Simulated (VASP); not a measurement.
# InSb3 (Pm-3m) in VASP: notebook, part 2 of 2

VASP 6.6.1. The steps go on from the part before.

### 3 Relaxation of cell and atoms, PBEsol

File INCAR:

```
SYSTEM = InSb3
PREC = Accurate
ENCUT = 600
EDIFF = 1E-7
ISMEAR = -1
SIGMA = 0.05
LREAL = .FALSE.
LASPH = .TRUE.
NELM = 100
ALGO = Normal
ISIF = 3
LWAVE = .FALSE.
LCHARG = .FALSE.
GGA = PS
IBRION = 2
NSW = 60
EDIFFG = -0.01
```

File KPOINTS:

```
Automatic mesh
0
G
  6 6 6
  0 0 0
```

File POSCAR:

```
InSb3
1.0
    4.8063670000      0.0000000000      0.0000000000
    0.0000000000      4.8063670000      0.0000000000
    0.0000000000      0.0000000000      4.8063670000
Sb In
3 1
Direct
    0.5000000000      0.5000000000      0.0000000000
    0.0000000000      0.5000000000      0.5000000000
    0.5000000000      0.0000000000      0.5000000000
    0.0000000000      0.0000000000      0.0000000000
```

Potentials or basis: VASP PAW PBE potentials, release 64 (Sb, In_d).

Started as:

```console
$ cat potpaw_PBE.64/Sb/POTCAR potpaw_PBE.64/In_d/POTCAR > POTCAR
$ mpirun -np 1 vasp_std > vasp.out
```

OUTCAR:

```text
SYSTEM = InSb3
   PREC = Accurate
   ENCUT = 600
   EDIFF = 1E-7
   ISMEAR = -1
   LREAL = .FALSE.
   LASPH = .TRUE.
   NELM = 100
   ISIF = 3
   GGA = PS
   IBRION = 2
   NSW = 60
   EDIFFG = -0.01

 ion  position               nearest neighbor table
   1  0.500  0.500  0.000-   2 3.40   3 3.40   4 3.40   2 3.40   3 3.40   3 3.40   4 3.40   3 3.40
                             2 3.40   4 3.40   2 3.40   4 3.40
   2  0.000  0.500  0.500-   1 3.40   3 3.40   4 3.40   1 3.40   4 3.40   3 3.40   4 3.40   4 3.40
                             1 3.40   3 3.40   1 3.40   3 3.40
   3  0.500  0.000  0.500-   1 3.40   2 3.40   4 3.40   1 3.40   4 3.40   1 3.40   2 3.40   1 3.40
                             2 3.40   4 3.40   4 3.40   2 3.40
   4  0.000  0.000  0.000-   1 3.40   2 3.40   3 3.40   2 3.40   3 3.40   1 3.40   2 3.40   2 3.40
                             1 3.40   3 3.40   3 3.40   1 3.40

  LATTYP: Found a simple cubic cell.
 ALAT       =     4.8063670000

  Lattice vectors:

 A1 = (   4.8063670000,   0.0000000000,   0.0000000000)
 A2 = (   0.0000000000,   4.8063670000,   0.0000000000)
 A3 = (   0.0000000000,   0.0000000000,   4.8063670000)

Analysis of symmetry for initial positions (statically):
=====================================================================
 Subroutine PRICEL returns:
 Original cell was already a primitive cell.

 Routine SETGRP: Setting up the symmetry group for a
 simple cubic supercell.
[... 158 lines left out ...]

 number of electron      28.0000000 magnetization

 Free energy of the ion-electron system (eV)
  ---------------------------------------------------
  ext. energy  EPLUGINS =         0.00000000
  ---------------------------------------------------
  free energy    TOTEN  =       -16.01951710 eV

  energy without entropy =      -15.99807103  energy(sigma->0) =      -16.00879406

------------------------ aborting loop because EDIFF is reached ----------------------------------------

  FORCE on cell =-STRESS in cart. coord.  units (eV):
  Direction    XX          YY          ZZ          XY          YZ          ZX
  --------------------------------------------------------------------------------------
  -------------------------------------------------------------------------------------
  Total       -1.8670904     -1.8670904     -1.8670904     -0.0000000     -0.0000000      0.0000000
  in kB      -26.9417090    -26.9417090    -26.9417090     -0.0000000     -0.0000000      0.0000000
  external PRESSURE =     -26.9417090 kB  Pullay stress =       0.0000000 kB
[... 63 lines left out ...]
--------------------------------------- Ionic step        3  -------------------------------------------

 number of electron      28.0000006 magnetization

 Free energy of the ion-electron system (eV)
  ---------------------------------------------------
  ext. energy  EPLUGINS =         0.00000000
  ---------------------------------------------------
  free energy    TOTEN  =       -16.06761698 eV

  energy without entropy =      -16.04609098  energy(sigma->0) =      -16.05685398

 E-fermi :   8.2986     XC(G=0): -10.4018

 val. band max:        8.2963619570   @ k =   0.1667   0.0000   0.0000
 cond. band min:       8.3235818544   @ k =   0.1667   0.1667   0.1667
 fundamental gap:      0.0272198974
 Fermi energy:         8.2986382985

 k-point     1 :       0.0000    0.0000    0.0000
  band No.  band energies     occupation
      1      -6.1648      2.00000
      2      -6.1648      2.00000
      3      -6.1432      2.00000
      4      -6.1432      2.00000
      5      -6.1432      2.00000
      6      -4.2342      2.00000
[... 440 lines left out ...]
  FREE ENERGIE OF THE ION-ELECTRON SYSTEM (eV)
  ---------------------------------------------------
  free  energy   TOTEN  =       -16.0676169808 eV

  energy  without entropy=      -16.0460909838  energy(sigma->0) =      -16.05685398

 reached required accuracy - stopping structural energy minimisation
```

OSZICAR:

```text
N       E                     dE             d eps       ncg     rms          rms(c)
DAV:   1     0.204088562700E+03    0.20409E+03   -0.12358E+04   720   0.163E+03
DAV:   2    -0.703758735426E-02   -0.20410E+03   -0.20046E+03   828   0.349E+02
DAV:   3    -0.153974243903E+02   -0.15390E+02   -0.14904E+02   918   0.983E+01
[... 29 lines left out ...]
DAV:   6    -0.160676164950E+02    0.85036E-05   -0.16318E-05   832   0.409E-02    0.852E-03
DAV:   7    -0.160676167254E+02   -0.23034E-06   -0.87090E-07   816   0.711E-03    0.213E-03
DAV:   8    -0.160676168794E+02   -0.15404E-06   -0.54297E-08   390   0.314E-03    0.773E-04
DAV:   9    -0.160676169877E+02   -0.10826E-06   -0.14395E-08   378   0.164E-03    0.194E-04
DAV:  10    -0.160676169808E+02    0.69062E-08   -0.54636E-09   376   0.107E-03
   3 F= -.16067617E+02 E0= -.16056854E+02  d E =-.480999E-01
```

Wall time 3.3 min (1 thread of Intel Xeon 8259CL, shared host); peak memory 0.28 GiB.

What came out:

- Free energy: -16.0676 eV
- Relaxed volume: 26.39 Å³/atom
- Relaxed cell: a = 4.726 Å, b = 4.726 Å, c = 4.726 Å, α = 90.00°, β = 90.00°, γ = 90.00°
- Space group after relaxing (to 0.1 Å): Pm-3m (No. 221)
- Energy gained by relaxing: 12.0 meV/atom
- Ionic steps: 3
- Pressure after relaxing: 0.0 GPa
- Band gap on the k mesh: zero (bands 14 and 15 overlap by 4.93 eV)

The path:
```tsv
step	energy change (eV)	largest force (eV/Å)	pressure (GPa)	volume (Å³)
1	0.0000	0.0000	-2.69	111.03
2	-0.0416	0.0000	1.13	103.70
3	-0.0481	0.0000	0.00	105.58
```

Final structure:
```
Sb In
1.0
     4.72631    0.00000    0.00000
     0.00000    4.72631    0.00000
     0.00000    0.00000    4.72631
Sb In
3 1
Direct
  0.50000 0.50000 0.00000
  0.00000 0.50000 0.50000
  0.50000 0.00000 0.50000
  0.00000 0.00000 0.00000
```

Caveat: the PAW data sets were made with another functional, which shifts forces and pressure a little; spin-orbit coupling is left out, which moves the levels of the heavy elements.

### 4 Relaxation of cell and atoms, PBEsol+D3(BJ)

File INCAR:

```
SYSTEM = InSb3
ALGO = Normal ; EDIFF = 1E-7
EDIFFG = -0.01 ; ENCUT = 600
GGA = PS ; IBRION = 2
ISIF = 3 ; ISMEAR = -1
IVDW = 12 ; LASPH = .TRUE.
LCHARG = .FALSE. ; LREAL = .FALSE.
LWAVE = .FALSE. ; NELM = 60
NSW = 60 ; PREC = Accurate
SIGMA = 0.05
```

File KPOINTS:

```
k-points
0
G
  6 6 6
  0 0 0
```

POSCAR is that of step 3.

Started as:

```console
$ cat potpaw_PBE.64/Sb/POTCAR potpaw_PBE.64/In_d/POTCAR > POTCAR
$ mpirun -np 1 vasp_std > vasp.out
```

Wall time 3.4 min (1 thread of Intel Xeon 8259CL, shared host); peak memory 0.29 GiB.

It converged, with:

```yaml
Free_energy: -18.0148 eV
Relaxed_volume: 25.12 Å³/atom
Relaxed_cell: a = 4.649 Å, b = 4.649 Å, c = 4.649 Å, α = 90.00°, β = 90.00°, γ = 90.00°
Space_group_after_relaxing_to_0.1_Å: Pm-3m (No. 221)
Energy_gained_by_relaxing: 48.9 meV/atom
Ionic_steps: 3
Pressure_after_relaxing: 0.0 GPa
Band_gap_on_the_k_mesh: zero (bands 14 and 15 overlap by 5.24 eV)
Dispersion_energy_per_atom: -0.499 eV
```

Step by step:
```tsv
step	energy change (eV)	largest force (eV/Å)	pressure (GPa)	volume (Å³)
1	0.0000	0.0000	-5.42	111.03
2	-0.1614	0.0000	2.94	96.62
3	-0.1957	0.0000	0.01	100.49
```

Final structure:
```cif
data_structure
_symmetry_space_group_name_H-M 'P 1'
_symmetry_Int_Tables_number 1
_cell_length_a 4.6492
_cell_length_b 4.6492
_cell_length_c 4.6492
_cell_angle_alpha 90.000
_cell_angle_beta 90.000
_cell_angle_gamma 90.000
_cell_volume 100.49
loop_
_atom_site_label
_atom_site_type_symbol
_atom_site_fract_x
_atom_site_fract_y
_atom_site_fract_z
_atom_site_occupancy
Sb1 Sb 0.50000 0.50000 0.00000 1
Sb2 Sb 0.00000 0.50000 0.50000 1
Sb3 Sb 0.50000 0.00000 0.50000 1
In1 In 0.00000 0.00000 0.00000 1
```

Levels at points of the mesh, in eV from the Fermi level:
| k point | band 12 | band 13 | band 14 | band 15 | band 16 | band 17 |
| --- | --- | --- | --- | --- | --- | --- |
| (0.00, 0.00, 0.00) | -3.59 | 0.52 | 0.52 | 0.52 | 1.87 | 1.87 |
| (0.50, 0.00, 0.00) | -2.37 | -2.37 | -1.27 | -1.01 | 2.47 | 2.47 |
| (0.50, 0.50, 0.00) | -1.65 | -1.50 | -1.21 | -1.21 | -0.28 | 0.92 |
| (0.50, 0.50, 0.50) | -5.54 | -5.02 | 4.04 | 4.04 | 4.12 | 4.12 |

Caveat: the PAW data sets were made with another functional, which shifts forces and pressure a little; spin-orbit coupling is left out, which moves the levels of the heavy elements.

### 5 Relaxation of cell and atoms, PBEsol+D4

File INCAR:

```
PREC     = Accurate       # precision mode
ENCUT    = 600            # plane-wave cutoff, eV
EDIFF    = 1E-7           # SCF threshold, eV
ISMEAR   = -1             # smearing method
SIGMA    = 0.05           # smearing width, eV
LREAL    = False          # projectors in reciprocal space
LASPH    = True           # aspherical terms in the spheres
NELM     = 100            # most SCF steps
ALGO     = Normal         # electronic algorithm
ISIF     = 3              # what is computed and relaxed
LWAVE    = False          # write WAVECAR
LCHARG   = False          # write CHGCAR
GGA      = PS             # functional
IVDW     = 13             # dispersion correction
IBRION   = 2              # ionic algorithm
NSW      = 60             # ionic steps
EDIFFG   = -0.01          # ionic threshold
```

File KPOINTS:

```
regular mesh
0
Gamma
  6 6 6
```

POSCAR is that of step 4.

Started as:

```console
$ cat potpaw_PBE.64/Sb/POTCAR potpaw_PBE.64/In_d/POTCAR > POTCAR
$ mpirun -np 1 vasp_std > vasp.out
```

Run time: 2.9 min. Hardware: 1 thread of Intel Xeon 8259CL, shared host; peak memory 0.28 GiB.

The run converged. Its results:

* Free energy: -17.2821 eV
* Relaxed volume: 25.63 Å³/atom
* Relaxed cell: a = 4.681 Å, b = 4.681 Å, c = 4.681 Å, α = 90.00°, β = 90.00°, γ = 90.00°
* Space group after relaxing (to 0.1 Å): Pm-3m (No. 221)
* Energy gained by relaxing: 30.8 meV/atom
* Ionic steps: 3
* Pressure after relaxing: 0.0 GPa
* Band gap on the k mesh: zero (bands 14 and 15 overlap by 5.11 eV)
* Dispersion energy per atom: -0.308 eV

Step by step:
| step | energy change (eV) | largest force (eV/Å) | pressure (GPa) | volume (Å³) |
| --- | --- | --- | --- | --- |
| 1 | 0.0000 | 0.0000 | -4.31 | 111.03 |
| 2 | -0.1032 | 0.0000 | 2.13 | 99.46 |
| 3 | -0.1231 | 0.0000 | 0.01 | 102.54 |

Final structure:
```
Sb In
1.0
     4.68052    0.00000    0.00000
     0.00000    4.68052    0.00000
     0.00000    0.00000    4.68052
Sb In
3 1
Direct
  0.50000 0.50000 0.00000
  0.00000 0.50000 0.50000
  0.50000 0.00000 0.50000
  0.00000 0.00000 0.00000
```

Levels at points of the mesh, in eV from the Fermi level:
```
           k point  band 10  band 11  band 12  band 13  band 14  band 15  band 16  band 17  band 18
(0.00, 0.00, 0.00)    -4.65    -4.65    -3.59     0.50     0.50     0.50     1.84     1.84     1.84
(0.50, 0.00, 0.00)    -3.13    -3.13    -2.32    -2.32    -1.24    -0.97     2.40     2.40     2.43
(0.50, 0.50, 0.00)    -2.49    -1.65    -1.65    -1.47    -1.19    -1.19    -0.32     0.94     3.64
(0.50, 0.50, 0.50)    -5.42    -5.42    -5.42    -4.98     3.92     3.92     4.00     4.00     4.00
```

Caveat: the PAW data sets were made with another functional, which shifts forces and pressure a little; spin-orbit coupling is left out, which moves the levels of the heavy elements.

### 6 The runs side by side

```csv
task,level,cell,cutoff (eV),gap on the mesh (eV),pressure (GPa),relaxed volume (Å³/atom)
single point,PBEsol+D3(BJ),as given,520,none,-5.4,-
relaxation of cell and atoms,PBEsol,relaxed,600,none,0.0,26.39
relaxation of cell and atoms,PBEsol+D3(BJ),relaxed,600,none,0.0,25.12
relaxation of cell and atoms,PBEsol+D4,relaxed,600,none,0.0,25.63
```

Alike in all rows: potentials or basis VASP PAW PBE potentials, release 64 (Sb, In_d); no spin polarisation; k mesh 6 × 6 × 6; smearing fermi-dirac 0.05 eV.

Caveats: the PAW data sets were made with another functional, which shifts forces and pressure a little; spin-orbit coupling is left out, which moves the levels of the heavy elements; three body term missing (at least some runs); the cell stands under tension (at least some runs).

Total energies depend on the potentials used, so only differences within one code and one set of settings carry meaning.
